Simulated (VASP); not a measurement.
Runs of VASP 6.6.1 on PbSe. The structure is that of space group I4/mmm (No. 139), or close to it. The cells are those of the table. 

```csv
cell,gap on the mesh (eV),pressure (GPa)
"a = 4.330, b = 4.330, c = 4.466 Å, angles 59.0, 59.0, 62.1°, 2 atoms",0.27,-0.6
"a = 4.135, b = 4.135, c = 4.201 Å, angles 59.5, 59.5, 61.1°, 2 atoms",0.23,8.8
"a = 4.354, b = 4.354, c = 4.525 Å, angles 58.7, 58.7, 62.6°, 2 atoms",(c),(b)
"a = 4.257, b = 4.257, c = 4.083 Å, angles 61.3, 61.3, 57.3°, 2 atoms",0.27,7.6
"a = 4.438, b = 4.438, c = 4.257 Å, angles 61.3, 61.3, 57.3°, 2 atoms",0.24,(a)
```

Alike in all rows: task single point; level PBE+D3(BJ); potentials or basis VASP PAW PBE potentials, release 64 (Pb_d, Se); no spin polarisation; k mesh 10 × 10 × 10; cutoff (eV) 520; smearing gaussian 0.03 eV.

Problem. Fill in the values left out.

Solution. (a) -0.3; (b) -1.2; (c) 0.28.

Caveats: spin-orbit coupling is left out, which moves the levels of the heavy elements.

A k mesh can miss the band edges, and the runs leave out spin-orbit coupling on Pb, Se.
